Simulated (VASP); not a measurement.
Input of a VASP 6.6.1 run:

The input POSCAR:

```
Ba
1.0
   -2.5367939014      2.5367939014      2.5367939014
    2.5367939014     -2.5367939014      2.5367939014
    2.5367939014      2.5367939014     -2.5367939014
Ba
1
Direct
    0.0000000000      0.0000000000      0.0000000000
```

The input INCAR.step1:

```
SYSTEM = Ba
ALGO = Normal
EDIFF = 1E-4
ENCUT = 520
GGA = PE
ISMEAR = -1
LASPH = .True.
LCHARG = .False.
LREAL = .False.
LWAVE = .True.
NBANDS = 11
NELM = 80
PREC = Accurate
SIGMA = 0.1
```

INCAR.step2

```
SYSTEM = Ba
ALGO = Normal
EDIFF = 1E-6
ENCUT = 520
ISIF = 2
ISMEAR = -1
ISTART = 1
LASPH = .True.
LCHARG = .False.
LMIXTAU = .True.
LREAL = .False.
LWAVE = .False.
METAGGA = R2SCAN
NBANDS = 11
NELM = 80
PREC = Accurate
SIGMA = 0.1
```

Contents of KPOINTS:

```
k-points
0
Gamma
  9 9 9
  0 0 0
```

Potentials or basis: VASP PAW PBE potentials, release 64 (Ba_sv).

The run is started by

```console
$ cat potpaw_PBE.64/Ba_sv/POTCAR > POTCAR
$ cp INCAR.step1 INCAR
$ mpirun -np 1 vasp_std > vasp.out
$ cp INCAR.step2 INCAR
$ mpirun -np 1 vasp_std > vasp.out
```

Estimate the pressure.

0.1 GPa.

Estimate the band gap on the k mesh.

zero (bands 5 and 6 overlap by 0.94 eV).

Caveat: the PAW data sets were made with another functional, which shifts forces and pressure a little; spin-orbit coupling is left out, which moves the levels of the heavy elements.
